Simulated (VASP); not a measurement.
# CdSe in VASP: a series of runs

Runs on CdSe. Level: PBE. Tasks: single point.

Everything below comes from runs of VASP 6.6.1. Logs are shortened: lines on timing, memory, paths and dates and some standing lists are left out, and cuts for length are marked.

## Step 1: The cell of the first run

It takes space group Pm-3m (No. 221, cubic). The conventional cell has a = 3.627 Å, b = 3.627 Å, c = 3.627 Å, α = 90.00°, β = 90.00°, γ = 90.00°. Cd (site symmetry m-3m) has 8 Se at 3.14 Å and 6 Cd at 3.63 Å within 4.1 Å. Within 4.1 Å of Se (site symmetry m-3m) lie 8 Cd at 3.14 Å and 6 Se at 3.63 Å.

## Step 2: Single point, PBE

Input file INCAR:

```
PREC     = Accurate       # precision mode
ENCUT    = 520            # plane-wave cutoff, eV
EDIFF    = 1E-6           # SCF threshold, eV
ISMEAR   = -1             # smearing method
SIGMA    = 0.05           # smearing width, eV
LREAL    = F              # projectors in reciprocal space
LASPH    = T              # aspherical terms in the spheres
NELM     = 80             # most SCF steps
ALGO     = Normal         # electronic algorithm
ISIF     = 2              # what is computed and relaxed
LWAVE    = F              # write WAVECAR
LCHARG   = F              # write CHGCAR
GGA      = PE             # functional
NBANDS   = 16             # bands
```

Input file KPOINTS:

```
regular mesh
0
Gamma
  8 8 8
```

Input file POSCAR:

```
CdSe
1.0
    3.6266200636      0.0000000000      0.0000000000
    0.0000000000      3.6266200636      0.0000000000
    0.0000000000      0.0000000000      3.6266200636
Cd Se
1 1
Direct
    0.5000000000      0.5000000000      0.5000000000
    0.0000000000      0.0000000000      0.0000000000
```

Potentials or basis: VASP PAW PBE potentials, release 64 (Cd, Se).

Started as:

```bash
cat potpaw_PBE.64/Cd/POTCAR potpaw_PBE.64/Se/POTCAR > POTCAR
mpirun -np 1 vasp_std > vasp.out
```

OUTCAR:

```text
PREC = Accurate
   ENCUT = 520
   EDIFF = 1E-6
   ISMEAR = -1
   LREAL = F
   LASPH = T
   NELM = 80
   ISIF = 2
   GGA = PE

 ion  position               nearest neighbor table
   1  0.500  0.500  0.500-   2 3.14   2 3.14   2 3.14   2 3.14   2 3.14   2 3.14   2 3.14   2 3.14

   2  0.000  0.000  0.000-   1 3.14   1 3.14   1 3.14   1 3.14   1 3.14   1 3.14   1 3.14   1 3.14

  LATTYP: Found a simple cubic cell.
 ALAT       =     3.6266200636

  Lattice vectors:

 A1 = (   3.6266200636,   0.0000000000,   0.0000000000)
 A2 = (   0.0000000000,   3.6266200636,   0.0000000000)
 A3 = (   0.0000000000,   0.0000000000,   3.6266200636)

Analysis of symmetry for initial positions (statically):
=====================================================================
 Subroutine PRICEL returns:
 Original cell was already a primitive cell.

 Routine SETGRP: Setting up the symmetry group for a
 simple cubic supercell.

 Subroutine GETGRP returns: Found 48 space group operations
 (whereof 48 operations were pure point group operations)
 out of a pool of 48 trial point group operations.

The static configuration has the point symmetry O_h .

Analysis of symmetry for dynamics (positions and initial velocities):
=====================================================================
 Subroutine PRICEL returns:
 Original cell was already a primitive cell.

 Routine SETGRP: Setting up the symmetry group for a
 simple cubic supercell.

 Subroutine GETGRP returns: Found 48 space group operations
 (whereof 48 operations were pure point group operations)
 out of a pool of 48 trial point group operations.

The dynamic configuration has the point symmetry O_h .

 Subroutine INISYM returns: Found 48 space group operations
 (whereof 48 operations are pure point group operations),
 and found     1 'primitive' translations

----------------------------------------------------------------------------------------

                                     Primitive cell

  volume of cell :      47.6987

  direct lattice vectors                    reciprocal lattice vectors
     3.626620064  0.000000000  0.000000000     0.275738837  0.000000000  0.000000000
     0.000000000  3.626620064  0.000000000     0.000000000  0.275738837  0.000000000
     0.000000000  0.000000000  3.626620064     0.000000000  0.000000000  0.275738837

  length of vectors
     3.626620064  3.626620064  3.626620064     0.275738837  0.275738837  0.275738837

[... 73 lines left out ...]
   ICHARG =      2    charge: 1-file 2-atom 10-const
   ISPIN  =      1    spin polarized calculation?
   LNONCOLLINEAR =      F non collinear calculations
   LSORBIT =      F    spin-orbit coupling
   LASPH  =      T    aspherical Exc in radial PAW
   ENCUT  =  520.0 eV  38.22 Ry    6.18 a.u.   6.74  6.74  6.74*2*pi/ulx,y,z
   NELM   =     80;   NELMIN=  2; NELMDL= -5     # of ELM steps
   EDIFF  = 0.1E-05   stopping-criterion for ELM
   LREAL  =      F    real-space projection
   EDIFFG = 0.1E-04   stopping-criterion for IOM
   NSW    =      0    number of steps for IOM
   IBRION =     -1    ionic relax: 0-MD 1-quasi-New 2-CG
   NFREE  =      0    steps in history (QN), initial steepest desc. (CG)
   ISIF   =      2    stress and relaxation
   ISYM   =      2    0-nonsym 1-usesym 2-fastsym
   POTIM  = 0.5000    time-step for ionic-motion
   TEBEG  =    0.0;   TEEND  =   0.0 temperature during run
   PSTRESS=    0.0 pullay stress
   NELECT =      18.0000    total number of electrons
   NUPDOWN=      -1.0000    fix difference up-down
   EMIN   =  10.00;   EMAX   =-10.00  energy-range for DOS
   EFERMI =   0.00;   METHOD = LEGACY
   ISMEAR =    -1;   SIGMA  =   0.05  broadening in eV -4-tet -1-fermi 0-gaus
   EFERMI_NEDOS =   21; number of points for ismear=-14 and -15
   IALGO  =     38    algorithm
   IMIX   =      4    mixing-type and parameters
     AMIX     =   0.40;   BMIX     =  1.00
     AMIX_MAG =   1.60;   BMIX_MAG =  1.00
  volume/ion in A,a.u.               =      23.85       160.94
  Fermi-wavevector in a.u.,A,eV,Ry     =   1.183033  2.235609 19.042273  1.399568
  Thomas-Fermi vector in A             =   2.319276
   LORBIT       =      0    0 simple, 1 ext, 2 COOP (PROOUT), +10 PAW based schemes
   GGA     = PE    functional components
   LHFCALC =     F    Hartree Fock is set to
   AEXX    =    0.0000 exact exchange contribution
   IVDW    =     0    specifies the selected vdW correction
   LEPSILON=     F    determine dielectric tensor
   LRPA    =     F    only Hartree local field effects (RPA)
 non-spin polarized calculation
  energy-cutoff  :      520.00
  volume of cell :       47.70
 maximum number of plane-waves:      1328
 NGX is ok and might be reduce to    28

 number of electron      18.0000003 magnetization

 Free energy of the ion-electron system (eV)
  ---------------------------------------------------
  ext. energy  EPLUGINS =         0.00000000
  ---------------------------------------------------
  free energy    TOTEN  =        -4.28643348 eV

  energy without entropy =       -4.27266029  energy(sigma->0) =       -4.27954689

 E-fermi :   2.7309     XC(G=0): -10.1277

 val. band max:        2.6342232240   @ k =   0.3750   0.1250   0.0000
 cond. band min:       2.7435407125   @ k =   0.3750   0.2500   0.0000
 fundamental gap:      0.1093174886
 Fermi energy:         2.7309220412

 k-point     1 :       0.0000    0.0000    0.0000
  band No.  band energies     occupation
      1     -10.4817      2.00000
      2      -5.8665      2.00000
      3      -5.8665      2.00000
      4      -5.5107      2.00000
      5      -5.5107      2.00000
      6      -5.5107      2.00000
[... 433 lines left out ...]
      3      -5.6874      2.00000
      4      -5.6458      2.00000
      5      -5.4416      2.00000
      6      -5.4240      2.00000
[... 8 lines left out ...]
     15      14.6050      0.00000
     16      14.6272      0.00000

 [... further k-points ...]
[... 5 lines left out ...]
  --------------------------------------------------------------------------------------
  -------------------------------------------------------------------------------------
  Total       -0.8098402     -0.8098402     -0.8098402      0.0000000      0.0000000     -0.0000000
  in kB      -27.2021830    -27.2021830    -27.2021830      0.0000000      0.0000000     -0.0000000
  external PRESSURE =     -27.2021830 kB  Pullay stress =       0.0000000 kB

 VOLUME and BASIS-vectors are now :
 -----------------------------------------------------------------------------
  energy-cutoff  :      520.00
  volume of cell :       47.70
      direct lattice vectors                 reciprocal lattice vectors
     3.626620064  0.000000000  0.000000000     0.275738837  0.000000000  0.000000000
     0.000000000  3.626620064  0.000000000     0.000000000  0.275738837  0.000000000
     0.000000000  0.000000000  3.626620064     0.000000000  0.000000000  0.275738837

 POSITION                                       TOTAL-FORCE (eV/Angst)
 -----------------------------------------------------------------------------------
      1.81331      1.81331      1.81331         0.000000      0.000000      0.000000
      0.00000      0.00000      0.00000         0.000000      0.000000      0.000000
 -----------------------------------------------------------------------------------
    total drift:                                0.000000      0.000000      0.000000

  FREE ENERGIE OF THE ION-ELECTRON SYSTEM (eV)
  ---------------------------------------------------
  free  energy   TOTEN  =        -4.2864334833 eV

  energy  without entropy=       -4.2726602919  energy(sigma->0) =       -4.27954689
```

stdout:

```text
POSCAR found type information on POSCAR CdSe
 POSCAR found :  2 types and       2 ions
 scaLAPACK will be used
 LDA part: xc-table for (Slater+PW92), standard interpolation
 POSCAR, INCAR and KPOINTS ok, starting setup
 FFT: planning ... GRIDC
 FFT: planning ... GRID_SOFT
 FFT: planning ... GRID
 WAVECAR not read
 entering main loop
```

It took 20 s on 1 thread of Intel Xeon Platinum 8259CL at 2.50GHz (Skylake/Cascade Lake), shared host; peak memory 0.17 GiB.

What came out:

```yaml
Free_energy: -4.2864 eV
Pressure: -2.7 GPa
Band_gap_on_the_k_mesh: zero (band 9 reaches 2.85 eV, above the bottom of band 10 at 1.70 eV)
```

Levels at points of the mesh, in eV from the Fermi level:
| k point | band 7 | band 8 | band 9 | band 10 | band 11 | band 12 |
| --- | --- | --- | --- | --- | --- | --- |
| (0.00, 0.00, 0.00) | -1.72 | -1.03 | -1.03 | -1.03 | 6.18 | 6.18 |
| (0.50, 0.00, 0.00) | -5.60 | 0.05 | 0.05 | 2.63 | 3.60 | 6.54 |
| (0.50, 0.50, 0.00) | -3.99 | -3.99 | -1.36 | 0.20 | 6.89 | 6.89 |
| (0.50, 0.50, 0.50) | -2.04 | -2.04 | -2.04 | 1.45 | 1.66 | 1.66 |

## Step 3: Single point, PBE (atoms moved at random)

Input file INCAR:

```
SYSTEM = CdSe
  ALGO = Normal
  EDIFF = 1E-6
  ENCUT = 520
  GGA = PE
  ISIF = 2
  ISMEAR = -1
  LASPH = .TRUE.
  LCHARG = .FALSE.
  LREAL = .FALSE.
  LWAVE = .FALSE.
  NBANDS = 16
  NELM = 60
  PREC = Accurate
  SIGMA = 0.05
```

Input file KPOINTS:

```
k-points
0
G
  8 8 8
  0 0 0
```

Input file POSCAR:

```
CdSe
1.0
    3.5568600000      0.0000000000      0.0000000000
    0.0000000000      3.5568600000      0.0000000000
    0.0000000000      0.0000000000      3.5568600000
Cd Se
1 1
Direct
    0.5036530000      0.4952770000      0.5057620000
   -0.0052830000      0.0049680000     -0.0132740000
```

Potentials or basis: VASP PAW PBE potentials, release 64 (Cd, Se).

Started as:

```bash
cat potpaw_PBE.64/Cd/POTCAR potpaw_PBE.64/Se/POTCAR > POTCAR
mpirun -np 1 vasp_std > vasp.out
```

OUTCAR:

```text
SYSTEM = CdSe
   EDIFF = 1E-6
   ENCUT = 520
   GGA = PE
   ISIF = 2
   ISMEAR = -1
   LASPH = .TRUE.
   LREAL = .FALSE.
   NELM = 60
   PREC = Accurate

 ion  position               nearest neighbor table
   1  0.504  0.495  0.506-   2 3.00   2 3.04   2 3.04   2 3.08   2 3.08   2 3.12   2 3.12   2 3.16

   2  0.995  0.005  0.987-   1 3.00   1 3.04   1 3.04   1 3.08   1 3.08   1 3.12   1 3.12   1 3.16

  LATTYP: Found a simple cubic cell.
 ALAT       =     3.5568600000

  Lattice vectors:

[... 626 lines left out ...]
      3      -5.3311      2.00000
      4      -5.1659      2.00000
      5      -5.1532      2.00000
      6      -5.0708      2.00000
[... 8 lines left out ...]
     15      14.1580      0.00000
     16      16.2020      0.00000

 [... further k-points ...]
[... 5 lines left out ...]
  --------------------------------------------------------------------------------------
  -------------------------------------------------------------------------------------
  Total        0.1139085      0.1135972      0.1058779     -0.0079704     -0.0167281      0.0154296
  in kB        4.0557052      4.0446204      3.7697756     -0.2837869     -0.5956033      0.5493693
  external PRESSURE =       3.9567004 kB  Pullay stress =       0.0000000 kB

 VOLUME and BASIS-vectors are now :
 -----------------------------------------------------------------------------
  energy-cutoff  :      520.00
  volume of cell :       45.00
      direct lattice vectors                 reciprocal lattice vectors
     3.556860000  0.000000000  0.000000000     0.281146854  0.000000000  0.000000000
     0.000000000  3.556860000  0.000000000     0.000000000  0.281146854  0.000000000
     0.000000000  0.000000000  3.556860000     0.000000000  0.000000000  0.281146854

 POSITION                                       TOTAL-FORCE (eV/Angst)
 -----------------------------------------------------------------------------------
      1.79142      1.76163      1.79892        -0.000533      0.000496      0.000368
      3.53807      0.01767      3.50965         0.000533     -0.000496     -0.000368
 -----------------------------------------------------------------------------------
    total drift:                                0.000213     -0.000319      0.000205

  FREE ENERGIE OF THE ION-ELECTRON SYSTEM (eV)
  ---------------------------------------------------
  free  energy   TOTEN  =        -4.3083041776 eV

  energy  without entropy=       -4.2945422408  energy(sigma->0) =       -4.30142321
```

It took 2.3 min on 1 thread of Intel Xeon Platinum 8259CL at 2.50GHz (Skylake/Cascade Lake), shared host; peak memory 0.31 GiB.

What came out:

| Property | Result |
| --- | --- |
| Free energy | -4.3083 eV |
| Pressure | 0.4 GPa |
| Band gap on the k mesh | zero (band 9 reaches 3.39 eV, above the bottom of band 10 at 2.12 eV) |

Stress tensor (GPa, compression positive):
```
 0.41 -0.03  0.05
-0.03  0.40 -0.06
 0.05 -0.06  0.38
```

Caveat: the cell differs from its parent crystal (atoms moved at random).

## Step 4: Single point, PBE

This run uses another cell than the first one, of 22.50 Å³/atom, 0.943 times its volume.

Input file INCAR:

```
PREC     = Accurate       # precision mode
ENCUT    = 500            # plane-wave cutoff, eV
EDIFF    = 1E-6           # SCF threshold, eV
ISMEAR   = 0              # smearing method
SIGMA    = 0.011          # smearing width, eV
LREAL    = F              # projectors in reciprocal space
LASPH    = T              # aspherical terms in the spheres
NELM     = 120            # most SCF steps
ALGO     = Normal         # electronic algorithm
ISIF     = 2              # what is computed and relaxed
LWAVE    = F              # write WAVECAR
LCHARG   = T              # write CHGCAR
GGA      = PE             # functional
LELF     = T              # ELF
LVHAR    = T            
NBANDS   = 16             # bands
GGA_COMPAT= F
```

Input file KPOINTS:

```
Automatic mesh
0
Gamma
  8 8 8
```

Input file POSCAR:

```
CdSe
1.0
    3.5568600000      0.0000000000      0.0000000000
    0.0000000000      3.5568600000      0.0000000000
    0.0000000000      0.0000000000      3.5568600000
Cd Se
1 1
Direct
    0.5000000000      0.5000000000      0.5000000000
    0.0000000000      0.0000000000      0.0000000000
```

Started as:

```bash
cat potpaw_PBE.64/Cd/POTCAR potpaw_PBE.64/Se/POTCAR > POTCAR
mpirun -np 1 vasp_std > vasp.out
```

It took 58 s on 1 thread of Intel Xeon 8259CL, shared host; peak memory 0.17 GiB.

Results (log left out):

```yaml
Free_energy: -4.2997 eV
Pressure: 0.3 GPa
Band_gap_on_the_k_mesh: zero (band 9 reaches 3.39 eV, above the bottom of band 10 at 2.11 eV)
```

Levels at points of the mesh, in eV from the Fermi level:
| k point | band 7 | band 8 | band 9 | band 10 | band 11 | band 12 |
| --- | --- | --- | --- | --- | --- | --- |
| (0.00, 0.00, 0.00) | -1.60 | -1.16 | -1.16 | -1.16 | 6.13 | 6.13 |
| (0.50, 0.00, 0.00) | -5.93 | 0.06 | 0.06 | 2.72 | 3.91 | 6.60 |
| (0.50, 0.50, 0.00) | -4.35 | -4.35 | -1.44 | 0.19 | 7.13 | 7.13 |
| (0.50, 0.50, 0.50) | -2.18 | -2.18 | -2.18 | 1.48 | 1.48 | 1.48 |

## Step 5: Overview

```tsv
cell	cutoff (eV)	smearing	gap on the mesh (eV)	pressure (GPa)
a = 3.627 Å, 2 atoms	520	fermi-dirac 0.05 eV	none	-2.7
a = 3.557 Å, 2 atoms	520	fermi-dirac 0.05 eV	none	0.4
a = 3.557 Å, 2 atoms	500	gaussian 0.011 eV	none	0.3
```

Some of these runs hold the atoms at other places in the same cell, which the table doesn't show; runs alike in all that it shows share one row.

Alike in all rows: task single point; level PBE; potentials or basis VASP PAW PBE potentials, release 64 (Cd, Se); no spin polarisation; k mesh 8 × 8 × 8.

Total energies depend on the potentials used, so only differences within one code and one set of settings carry meaning.
